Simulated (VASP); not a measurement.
A run of VASP 6.6.1 is set up as follows.

File INCAR:

```
SYSTEM = Na2C
PREC = Accurate
ENCUT = 600
EDIFF = 1E-7
ISMEAR = 0
SIGMA = 0.1
LREAL = .False.
LASPH = .True.
NELM = 150
ALGO = Normal
ISIF = 3
LWAVE = .False.
LCHARG = .False.
ISPIN = 2
MAGMOM = 0 0 0.43
LORBIT = 11
GGA = PE
IBRION = 2
NSW = 90
EDIFFG = -0.04
```

KPOINTS

```
Automatic mesh
0
Gamma
  8 8 8
  0 0 0
```

POSCAR

```
Na2C
1.0
   -1.6887678911      1.6887678911      4.1427587328
    1.6887678911     -1.6887678911      4.1427587328
    1.6887678911      1.6887678911     -4.1427587328
Na C
2 1
Direct
    0.6650000000      0.6650000000      0.0000000000
    0.3350000000      0.3350000000      0.0000000000
    0.0000000000      0.0000000000      0.0000000000
```

Potentials or basis: VASP PAW PBE potentials, release 64 (Na_pv, C).

Command:

```bash
$ cat potpaw_PBE.64/Na_pv/POTCAR potpaw_PBE.64/C/POTCAR > POTCAR
$ mpirun -np 1 vasp_std > vasp.out
```

Problem. What does it give for the site moments?

Solution. Na -0.00; C +0.23 μB.

Problem. Predict the net moment.

Solution. 0.47 μB per cell.

Problem. Predict the relaxed volume.

Solution. 18.51 Å³/atom.

Stress tensor (GPa, compression positive):
```
0.20 0.00 0.00
0.00 0.20 0.00
0.00 0.00 0.04
```

Caveat: the volume moved by over 15 % at a fixed basis, so the end points are rough; a moment this small can come from the mesh or the smearing.
